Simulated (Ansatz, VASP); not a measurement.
I in VASP and in Ansatz

The input INCAR:

```
SYSTEM = I
ALGO = Normal
EDIFF = 1E-8
ENCUT = 520
GGA = PE
ISIF = 2
ISMEAR = -1
LASPH = .TRUE.
LCHARG = .FALSE.
LEFG = .TRUE.
LREAL = .FALSE.
LWAVE = .FALSE.
NBANDS = 14
NELM = 80
PREC = Accurate
SIGMA = 0.05
```

KPOINTS

```
k-points
0
G
  15 15 8
  0 0 0
```

Contents of POSCAR:

```
I
1.0
    4.3390400872      0.0000000000      0.0000000000
   -2.1695200436      3.7577189435      0.0000000000
    0.0000000000      0.0000000000      4.9471239603
I
2
Direct
    0.3333333333      0.6666666667      0.2500000000
    0.6666666667      0.3333333333      0.7500000000
```

Input for Ansatz:

```yaml
crystal:
  lattice:
    - [4.3390400872, 0.0, 0.0]
    - [-2.1695200436, 3.7577189435, 0.0]
    - [0.0, 0.0, 4.9471239603]
  atoms:
    - { symbol: I, position: [0.3333333333, 0.6666666667, 0.25] }
    - { symbol: I, position: [0.6666666667, 0.3333333333, 0.75] }
kpoints:
  mp_grid: { grid: [15, 15, 8] }
scf:
  occupations: { method: fermi_dirac, width: 0.05 }
hamiltonian:
  xc: pbe
  pseudopotentials: { kind: all_electron, datasets: crystal }
output:
  forces: true
  stress: true
  eigenvalues: true
  efg: { contact_densities: true }
```

Change from the starting cell: volume scaled by 1.04, crystal datasets.

Alike in both runs: task electric field gradients; functional PBE; k mesh 15 × 15 × 8; occupations fermi-dirac, width 0.05 eV; no spin polarisation.

|  | VASP | Ansatz |
| --- | --- | --- |
| version | VASP 6.6.1 | Ansatz 0.2.0 |
| potentials or method | VASP PAW PBE potentials, release 64 (I), cutoff 520 eV | all-electron PAW with datasets made for the crystal, scalar-relativistic |

Ansatz gave:

* pressure (GPa): -0.8
* traceless stress, the component that is largest in VASP (GPa): -0.37
* size of Vzz on the site where it differs most (V/Å²): 420.3

What did VASP give for the same quantities?

Pressure (GPa): -0.8; traceless stress, the component that is largest in VASP (GPa): -0.38; size of Vzz on the site where it differs most (V/Å²): 406.1.

Ansatz ran all-electron here, and VASP with PAW potentials.

Spin-orbit coupling is off throughout.
